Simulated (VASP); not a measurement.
# Ti (P6/mmm) in VASP: settings compared

Aim: see how the results for Ti move with the level of theory and the settings. Levels: RPBE, BLYP, r2SCAN, LDA, PBE. Tasks: single point, relaxation of cell and atoms.

All numbers are computed with VASP 6.6.1; they aren't measurements. Logs are shortened: lines on timing, memory, paths and dates and some standing lists are left out, and cuts for length are marked.

### 1 The cell of the first run

It takes space group P6/mmm (No. 191, hexagonal). Conventional cell: a = 4.627 Å, b = 4.627 Å, c = 2.855 Å, α = 90.00°, β = 90.00°, γ = 120.00°. Within 3.5 Å of Ti (site symmetry -6m2) lie 11 Ti at 2.67 to 3.03 Å. Within 3.8 Å of Ti (site symmetry 6/mmm) lie 14 Ti at 2.86 to 3.03 Å.

### 2 Single point, RPBE

INCAR

```
SYSTEM = Ti
  PREC = Accurate
  ENCUT = 520
  EDIFF = 1E-7
  ISMEAR = -1
  SIGMA = 0.05
  LREAL = .False.
  LASPH = .True.
  NELM = 100
  ALGO = Normal
  ISIF = 2
  LWAVE = .False.
  LCHARG = .False.
  GGA = RP
  NBANDS = 25
```

KPOINTS

```
regular mesh
0
Gamma
  7 7 9
  0 0 0
```

POSCAR

```
Ti
1.0
    4.6272656278      0.0000000000      0.0000000000
   -2.3136328139      4.0073295837      0.0000000000
    0.0000000000      0.0000000000      2.8554574290
Ti
3
Direct
    0.6666666667      0.3333333333      0.5000000000
    0.3333333333      0.6666666667      0.5000000000
    0.0000000000      0.0000000000      0.0000000000
```

Potentials or basis: VASP PAW PBE potentials, release 64 (Ti_sv).

Run with:

```bash
> cat potpaw_PBE.64/Ti_sv/POTCAR > POTCAR
> mpirun -np 1 vasp_std > vasp.out
```

OUTCAR:

```text
SYSTEM = Ti
   PREC = Accurate
   ENCUT = 520
   EDIFF = 1E-7
   ISMEAR = -1
   LREAL = .False.
   LASPH = .True.
   NELM = 100
   ISIF = 2
   GGA = RP

 ion  position               nearest neighbor table
   1  0.667  0.333  0.500-   2 2.67   2 2.67   2 2.67
   2  0.333  0.667  0.500-   1 2.67   1 2.67   1 2.67
   3  0.000  0.000  0.000-

  LATTYP: Found a hexagonal cell.
 ALAT       =     4.6272656278
 C/A-ratio  =     0.6170939079

  Lattice vectors:

 A1 = (   4.6272656278,   0.0000000000,   0.0000000000)
 A2 = (  -2.3136328139,   4.0073295837,   0.0000000000)
 A3 = (   0.0000000000,   0.0000000000,   2.8554574290)

Analysis of symmetry for initial positions (statically):
=====================================================================
 Subroutine PRICEL returns:
 Original cell was already a primitive cell.

 Routine SETGRP: Setting up the symmetry group for a
 hexagonal supercell.

 Subroutine GETGRP returns: Found 24 space group operations
 (whereof 24 operations were pure point group operations)
 out of a pool of 24 trial point group operations.

The static configuration has the point symmetry D_6h.

Analysis of symmetry for dynamics (positions and initial velocities):
=====================================================================
 Subroutine PRICEL returns:
 Original cell was already a primitive cell.

 Routine SETGRP: Setting up the symmetry group for a
 hexagonal supercell.

 Subroutine GETGRP returns: Found 24 space group operations
 (whereof 24 operations were pure point group operations)
 out of a pool of 24 trial point group operations.

The dynamic configuration has the point symmetry D_6h.

 Subroutine INISYM returns: Found 24 space group operations
 (whereof 24 operations are pure point group operations),
 and found     1 'primitive' translations

----------------------------------------------------------------------------------------

                                     Primitive cell

  volume of cell :      52.9487

  direct lattice vectors                    reciprocal lattice vectors
     4.627265628  0.000000000  0.000000000     0.216110351  0.124771369  0.000000000
    -2.313632814  4.007329584  0.000000000     0.000000000  0.249542739  0.000000000
     0.000000000  0.000000000  2.855457429     0.000000000  0.000000000  0.350206587
[... 75 lines left out ...]
   NGXF,Y,Z  is equivalent  to a cutoff of  25.87, 25.87, 27.95 a.u.
 SYSTEM =  Ti
   PREC   = accura    normal or accurate (medium, high low for compatibility)
   ISTART =      0    job   : 0-new  1-cont  2-samecut
   ICHARG =      2    charge: 1-file 2-atom 10-const
   ISPIN  =      1    spin polarized calculation?
   LNONCOLLINEAR =      F non collinear calculations
   LSORBIT =      F    spin-orbit coupling
   LASPH  =      T    aspherical Exc in radial PAW
   ENCUT  =  520.0 eV  38.22 Ry    6.18 a.u.   8.60  8.60  5.31*2*pi/ulx,y,z
   NELM   =    100;   NELMIN=  2; NELMDL= -5     # of ELM steps
   EDIFF  = 0.1E-06   stopping-criterion for ELM
   LREAL  =      F    real-space projection
   EDIFFG = 0.1E-05   stopping-criterion for IOM
   NSW    =      0    number of steps for IOM
   IBRION =     -1    ionic relax: 0-MD 1-quasi-New 2-CG
   NFREE  =      0    steps in history (QN), initial steepest desc. (CG)
   ISIF   =      2    stress and relaxation
   ISYM   =      2    0-nonsym 1-usesym 2-fastsym
   POTIM  = 0.5000    time-step for ionic-motion
   TEBEG  =    0.0;   TEEND  =   0.0 temperature during run
   PSTRESS=    0.0 pullay stress
   NELECT =      36.0000    total number of electrons
   NUPDOWN=      -1.0000    fix difference up-down
   EMIN   =  10.00;   EMAX   =-10.00  energy-range for DOS
   EFERMI =   0.00;   METHOD = LEGACY
   ISMEAR =    -1;   SIGMA  =   0.05  broadening in eV -4-tet -1-fermi 0-gaus
   EFERMI_NEDOS =   21; number of points for ismear=-14 and -15
   IALGO  =     38    algorithm
   IMIX   =      4    mixing-type and parameters
     AMIX     =   0.40;   BMIX     =  1.00
     AMIX_MAG =   1.60;   BMIX_MAG =  1.00
  volume/ion in A,a.u.               =      17.65       119.11
  Fermi-wavevector in a.u.,A,eV,Ry     =   1.439541  2.720337 28.195045  2.072277
  Thomas-Fermi vector in A             =   2.558385
   LORBIT       =      0    0 simple, 1 ext, 2 COOP (PROOUT), +10 PAW based schemes
   GGA     = RP    functional components
   LHFCALC =     F    Hartree Fock is set to
   AEXX    =    0.0000 exact exchange contribution
   IVDW    =     0    specifies the selected vdW correction
   LEPSILON=     F    determine dielectric tensor
   LRPA    =     F    only Hartree local field effects (RPA)
 non-spin polarized calculation
  energy-cutoff  :      520.00
  volume of cell :       52.95
 maximum number of plane-waves:      1446
 NGX is ok and might be reduce to    36
   NGX = 17   NGY = 17   NGZ = 11

 number of electron      35.9999989 magnetization

 Free energy of the ion-electron system (eV)
  ---------------------------------------------------
  ext. energy  EPLUGINS =         0.00000000
  ---------------------------------------------------
  free energy    TOTEN  =       -22.32638343 eV

  energy without entropy =      -22.30454530  energy(sigma->0) =      -22.31546436

 E-fermi :   8.1658     XC(G=0): -11.3135

 val. band max:        8.1645264355   @ k =   0.4286  -0.0000   0.1111
 cond. band min:       8.1670382706   @ k =   0.4286   0.1429   0.3333
 fundamental gap:      0.0025118352
 Fermi energy:         8.1657893642

 k-point     1 :       0.0000    0.0000    0.0000
  band No.  band energies     occupation
      1     -48.9185      2.00000
      2     -48.6569      2.00000
      3     -48.5119      2.00000
      4     -25.1499      2.00000
      5     -25.1499      2.00000
      6     -25.0212      2.00000
[... 661 lines left out ...]
     24      10.6539      0.00000
     25      10.6685      0.00000

 [... further k-points ...]
[... 5 lines left out ...]
  --------------------------------------------------------------------------------------
  -------------------------------------------------------------------------------------
  Total       -0.0805044     -0.0805044     -0.0764135      0.0000000      0.0000000      0.0000000
  in kB       -2.4359886     -2.4359886     -2.3122009      0.0000000      0.0000000      0.0000000
  external PRESSURE =      -2.3947260 kB  Pullay stress =       0.0000000 kB

 VOLUME and BASIS-vectors are now :
 -----------------------------------------------------------------------------
  energy-cutoff  :      520.00
  volume of cell :       52.95
      direct lattice vectors                 reciprocal lattice vectors
     4.627265628  0.000000000  0.000000000     0.216110351  0.124771369  0.000000000
    -2.313632814  4.007329584  0.000000000     0.000000000  0.249542739  0.000000000
     0.000000000  0.000000000  2.855457429     0.000000000  0.000000000  0.350206587

 POSITION                                       TOTAL-FORCE (eV/Angst)
 -----------------------------------------------------------------------------------
      2.31363      1.33578      1.42773        -0.000000      0.000000      0.000000
     -0.00000      2.67155      1.42773         0.000000      0.000000      0.000000
      0.00000      0.00000      0.00000         0.000000      0.000000      0.000000
 -----------------------------------------------------------------------------------
    total drift:                                0.000000      0.000000     -0.000000

  FREE ENERGIE OF THE ION-ELECTRON SYSTEM (eV)
  ---------------------------------------------------
  free  energy   TOTEN  =       -22.3263834301 eV

  energy  without entropy=      -22.3045452970  energy(sigma->0) =      -22.31546436
```

Wall time 30 s (1 thread of Intel Xeon 6975P-C (Granite Rapids), shared host); peak memory 0.19 GiB.

What came out:

| Item | Value |
| --- | --- |
| Free energy | -22.3264 eV |
| Pressure | -0.2 GPa |
| Band gap on the k mesh | zero (band 18 reaches 8.36 eV, above the bottom of band 19 at 8.12 eV) |

Levels at points of the mesh, in eV from the Fermi level:
| k point | band 16 | band 17 | band 18 | band 19 | band 20 | band 21 |
| --- | --- | --- | --- | --- | --- | --- |
| (0.00, 0.00, 0.00) | -0.70 | -0.62 | -0.62 | -0.03 | 0.67 | 1.27 |

Caveat: the PAW data sets were made with another functional, which shifts forces and pressure a little.

(Part 1 of 2 ends here.)
